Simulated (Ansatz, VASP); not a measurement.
# Two plane-wave programs on GaSb3

```
Ga Sb
1.0
     0.00000    3.89510    3.03818
     3.89510    0.00000    3.03818
     3.89510    3.89510    0.00000
Ga Sb
1 3
Direct
  0.00000 0.00000 0.00000
  0.25000 0.25000 0.25000
  0.75000 0.75000 0.75000
  0.50000 0.50000 0.50000
```

Alike in both runs: task single point; functional PBEsol; dispersion D3(BJ); k mesh 14 × 14 × 14; occupations gaussian, width 0.15 eV; no spin polarisation.

|  | VASP | Ansatz |
| --- | --- | --- |
| version | VASP 6.6.1 | Ansatz 0.2.0 |
| potentials or method | VASP PAW PBE potentials, release 64 (Ga_d, Sb), cutoff 520 eV | scalar-relativistic, plane waves, PAW |
| valence electrons in the cell | 28 | 58 |

```csv
,VASP,Ansatz,Ansatz less VASP
gap on the k mesh at the Fermi level (eV),none,none,-
pressure (GPa),2.6,2.5,-0.11
"traceless stress, the component that is largest in VASP (GPa)",3.27,3.20,-0.071
```

VASP's potentials were made for PBE, not for PBEsol. A gap of «none» marks a metal or a gap that the smearing closes. VASP's potentials hold 28 valence electrons a cell and Ansatz's 58, so a difference there can come from the potentials and not from the codes.

Spin-orbit coupling is off throughout.
